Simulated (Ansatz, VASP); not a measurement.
Re in VASP and in Ansatz

POSCAR

```
Re
1.0
    2.7598270443      0.0000000000      0.0000000000
   -1.3799135221      2.3900803304      0.0000000000
    0.0000000000      0.0000000000      4.4572270891
Re
2
Direct
    0.3333333333      0.6666666667      0.2500000000
    0.6666666667      0.3333333333      0.7500000000
```

INCAR.step1

```
PREC = Accurate
ENCUT = 520
ISMEAR = -1
SIGMA = 0.1
LREAL = F
LASPH = T
NELM = 80
NBANDS = 14
GGA = PE
ALGO = Normal
EDIFF = 1E-4
LWAVE = T
LCHARG = F
```

Contents of INCAR.step2:

```
PREC = Accurate
ENCUT = 520
EDIFF = 1E-6
ISMEAR = -1
SIGMA = 0.1
LREAL = F
LASPH = T
NELM = 80
ALGO = Normal
ISIF = 2
LWAVE = F
LCHARG = F
METAGGA = R2SCAN
LMIXTAU = T
NBANDS = 14
ISTART = 1
```

Contents of KPOINTS:

```
regular mesh
0
Gamma
  3 3 2
```

Input for Ansatz:

```yaml
crystal:
  lattice:
    - [2.7598270443, 0.0, 0.0]
    - [-1.3799135221, 2.3900803304, 0.0]
    - [0.0, 0.0, 4.4572270891]
  atoms:
    - { symbol: Re, position: [0.3333333333, 0.6666666667, 0.25] }
    - { symbol: Re, position: [0.6666666667, 0.3333333333, 0.75] }
hamiltonian:
  xc: r2scan
  pseudopotentials:
    kind: paw
    azcp:
      Re: "pseudopotentials/Re.paw.azcp"
basis:
  ecutwfc: 500
  fft_grid_basis: typed
kpoints:
  mp_grid: { grid: [3, 3, 2], shift: [0, 0, 0] }
magnetization:
  spin_polarized: false
scf:
  occupations: { method: fermi_dirac, width: 0.1 }
  lower_state_search: "off"
output:
  stress: true
```

Alike in both runs: task single point; functional r2SCAN; k mesh 3 × 3 × 2; occupations fermi-dirac, width 0.1 eV; no spin polarisation.

```csv
,VASP,Ansatz
version,VASP 6.6.1,Ansatz 0.2.0
potentials or method,"VASP PAW PBE potentials, release 64 (Re), cutoff 520 eV","plane waves (500 eV) with PAW, scalar-relativistic"
valence electrons in the cell,14,30
```

Ansatz gave:

```
pressure (GPa)                                                : 10.1
traceless stress, the component that is largest in VASP (GPa) : 4.30
```

Problem. What did VASP give for the same quantities?

Solution. Pressure (GPa): 9.9; traceless stress, the component that is largest in VASP (GPa): 4.10.

VASP's potentials were made for PBE, not for r2SCAN. With one functional, cell and mesh, what is left measures potentials, basis and numerics. VASP's potentials hold 14 valence electrons a cell and Ansatz's 30, so a difference there can come from the potentials and not from the codes.

The k mesh is coarse, so the values compare programs but aren't converged. Spin-orbit coupling is off throughout.
